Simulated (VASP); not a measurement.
Here is a VASP 6.6.1 calculation.

The input INCAR:

```
SYSTEM = GaP
PREC     = Accurate       ! precision mode
ENCUT    = 520            ! plane-wave cutoff, eV
EDIFF    = 1E-6           ! SCF threshold, eV
ISMEAR   = 0              ! smearing method
SIGMA    = 0.01           ! smearing width, eV
LREAL    = .False.        ! projectors in reciprocal space
LASPH    = .True.         ! aspherical terms in the spheres
NELM     = 150            ! most SCF steps
ALGO     = Normal         ! electronic algorithm
ISIF     = 2              ! what is computed and relaxed
LWAVE    = .False.        ! write WAVECAR
LCHARG   = .False.        ! write CHGCAR
MAGMOM   = 0 0 0 0 0 0    ! initial moments
LORBIT   = 11             ! projections on sites
LSORBIT  = .True.         ! spin-orbit coupling
GGA_COMPAT= .False.      
LORBMOM  = .True.       
GGA      = PS             ! functional
NBANDS   = 30             ! bands
```

File KPOINTS:

```
Automatic mesh
0
Gamma
  8 8 8
  0 0 0
```

File POSCAR:

```
GaP
1.0
    2.6343544138      2.6343544138      0.0000000000
   -2.6343544138      2.6343544138      0.0000000000
    0.0000000000      2.6343544138      2.6343544138
Ga P
1 1
Direct
    0.0000000000      0.0000000000      0.0000000000
    0.7500000000      0.2500000000      0.5000000000
```

Potentials or basis: VASP PAW PBE potentials, release 64 (Ga_d, P).

The run is started by

```bash
$ cat potpaw_PBE.64/Ga_d/POTCAR potpaw_PBE.64/P/POTCAR > POTCAR
$ mpirun -np 1 vasp_ncl > vasp.out
```

Task: Estimate the pressure.

Result: 9.7 GPa.

Task: Estimate the net moment.

Result: 0.00 μB per cell.

Moments on the atoms (μB; x, y, z):
```
Ga  0.00 0.00 0.00
P   0.00 0.00 0.00
```

Caveat: the PAW data sets were made with another functional, which shifts forces and pressure a little.
